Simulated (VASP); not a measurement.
**Mg: single point with PBE**

The system is Mg.

```xyz
2
Lattice="3.1953 0.0000 0.0000 -1.5977 2.7672 0.0000 0.0000 0.0000 5.1879" Properties=species:S:1:pos:R:3 pbc="T T T"
Mg    0.0000    1.8448    1.2970
Mg    1.5977    0.9224    3.8910
```

```
Program                : VASP 6.6.1
Task                   : single point
Functional             : PBE
Potentials or basis    : VASP PAW PBE potentials, release 64 (Mg)
Cutoff                 : 520 eV
k mesh                 : 11 × 11 × 6
Occupations            : methfessel-paxton, width 0.03 eV
Spin                   : no spin polarisation
Dipole correction      : no
Further INCAR settings : ALGO = Normal; EDIFF = 1e-06; NBANDS = 9
```

```yaml
Pressure: -0.2 GPa
Band_gap_on_the_k_mesh: zero (band 2 reaches 3.51 eV, above the bottom of band 3 at 1.40 eV)
```

Levels at points of the mesh, in eV from the Fermi level:
| k point | band 1 | band 2 | band 3 | band 4 | band 5 | band 6 |
| --- | --- | --- | --- | --- | --- | --- |
| (0.00, 0.00, 0.00) | -6.82 | -1.57 | -1.13 | 11.06 | 11.06 | 11.17 |
| (0.00, 0.00, 0.50) | -5.43 | -5.43 | 5.15 | 5.15 | 11.81 | 11.81 |

Wall time 33 s on 1 thread of AMD EPYC 7R13 (shared host), peak memory 0.14 GiB.
